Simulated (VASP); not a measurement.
Wanted: the native input for a VASP 6.6.1 run.

- Task: single point
- Functional: PBE
- Potentials or basis: VASP PAW PBE potentials, release 64 (Zn, Cd, O)
- Cutoff: 520 eV
- k mesh: 6 × 6 × 2
- Occupations: gaussian, width 0.1 eV
- Spin: collinear spin, ferromagnetic start
- Starting moments: [0.0, 0.0, 0.0, 0.0, 0.0, 0.0, 1.0, 1.0, 1.0, 1.0, 1.0, 1.0] μB
- Dipole correction: no
- Further INCAR settings: ALGO = Normal; EDIFF = 1e-06; NBANDS = 70

The structure of ZnCd5O6 lies in POSCAR:

```
ZnCd5O6
1.0
    3.3431669000      0.0000000000      0.0000000000
    0.0000000000      3.3431669000      0.0000000000
    0.0000000000      0.0000000000     14.0239634000
Zn Cd O
1 5 6
Direct
    0.5000000000      0.5000000000      0.5000000000
    0.0000000000      0.0000000000      0.0000000000
    0.5000000000      0.5000000000      0.1723040000
    0.0000000000      0.0000000000      0.3410190000
    0.0000000000      0.0000000000      0.6589810000
    0.5000000000      0.5000000000      0.8276960000
    0.0000000000      0.0000000000      0.1710270000
    0.5000000000      0.5000000000      0.3479440000
    0.0000000000      0.0000000000      0.5000000000
    0.5000000000      0.5000000000      0.6520560000
    0.0000000000      0.0000000000      0.8289730000
    0.5000000000      0.5000000000      0.0000000000
```

These files were run (other wordings do the same):

INCAR

```
SYSTEM = ZnCd5O6
PREC     = Accurate       ! precision mode
ENCUT    = 520            ! plane-wave cutoff, eV
EDIFF    = 1E-6           ! SCF threshold, eV
ISMEAR   = 0              ! smearing method
SIGMA    = 0.1            ! smearing width, eV
LREAL    = .FALSE.        ! projectors in reciprocal space
LASPH    = .TRUE.         ! aspherical terms in the spheres
NELM     = 150            ! most SCF steps
ALGO     = Normal         ! electronic algorithm
ISIF     = 2              ! what is computed and relaxed
LWAVE    = .FALSE.        ! write WAVECAR
LCHARG   = .FALSE.        ! write CHGCAR
ISPIN    = 2              ! spin polarisation
MAGMOM   = 0 0 0 0 0 0 1 1 1 1 1 1 ! initial moments
LORBIT   = 11             ! projections on sites
GGA      = PE             ! functional
NBANDS   = 70             ! bands
```

KPOINTS

```
regular mesh
0
G
  6 6 2
  0 0 0
```

Potentials or basis: VASP PAW PBE potentials, release 64 (Zn, Cd, O).

Command:

```bash
$ cat potpaw_PBE.64/Zn/POTCAR potpaw_PBE.64/Cd/POTCAR potpaw_PBE.64/O/POTCAR > POTCAR
$ mpirun -np 1 vasp_std > vasp.out
```

Results of the run:

```json
{
  "Pressure": "1.2 GPa",
  "Largest force": "0.050 eV/Å",
  "Band gap on the k mesh": "zero (filled and empty bands overlap)",
  "Net moment": "0.00 μB per cell",
  "Valence electrons inside the program's atomic spheres": "Zn 10.54; Cd 10.22, 10.21, 10.25 (each value once); O 4.92, 4.93 (each value once)"
}
```

Caveat: semilocal functionals underestimate gaps, and a narrow one can read as zero.

It took 7.2 min on 1 thread of Oxide Virtual Turin-like Processor (shared host), peak memory 0.5 GiB.
